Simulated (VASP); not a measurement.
# Al3Ni3O: single point with PBEsol

System: Al3Ni3O, a slab with vacuum.

```
Ni Al O
1.0
     2.86217    0.00000    0.00000
     0.00000    2.86217    0.00000
     0.00000    0.00000   26.15541
Ni Al O
3 3 1
Direct
  0.50000 0.50000 0.32498
  0.50000 0.50000 0.43441
  0.50000 0.50000 0.54034
  0.00000 0.00000 0.37970
  0.00000 0.00000 0.48906
  0.00000 0.00000 0.60577
  0.50000 0.50000 0.62889
```

```yaml
Program: VASP 6.6.1
Task: single point
Functional: PBEsol
Potentials_or_basis: VASP PAW PBE potentials, release 64 (Ni, Al, O)
Cutoff: 520 eV
k_mesh: 10 × 10 × 1
Occupations: gaussian, width 0.1 eV
Spin: no spin polarisation
```

```yaml
Largest_force: 0.978 eV/Å
Band_gap_on_the_k_mesh: zero (an odd number of electrons rules out a gap without spin polarisation)
```

Forces on the atoms (eV/Å):
```
Ni   0.000  0.000  0.714
Ni   0.000  0.000  0.260
Ni   0.000  0.000 -0.002
Al   0.000  0.000 -0.978
Al   0.000  0.000 -0.008
Al   0.000  0.000  0.012
O    0.000  0.000  0.002
```

Levels at points of the mesh, in eV from the Fermi level:
```csv
k point,band 20,band 21,band 22,band 23,band 24,band 25,band 26,band 27
"(0.00, 0.00, 0.00)",-0.89,-0.89,-0.67,-0.57,0.43,2.08,3.64,4.14
"(0.50, 0.00, 0.00)",-0.84,-0.79,-0.76,-0.62,-0.21,1.21,2.41,3.41
"(0.50, 0.50, 0.00)",-0.70,-0.19,0.63,0.63,0.71,1.68,2.12,2.66
```

Run time: 4.5 min on 1 thread of Intel(R) Xeon(R) Platinum 8124M CPU @ 3.00GHz (Skylake/Cascade Lake), with other jobs on the host, peak memory 0.4 GiB.

Caveat: the PAW data sets were made with another functional, which shifts forces and pressure a little; an odd number of electrons without spin polarisation forces a metal; a magnetic or distorted state may lie lower; the run has no spin polarisation, though such a crystal can be magnetic. Spin polarisation is off, so any magnetic state and its effect on volume and gap are missing.
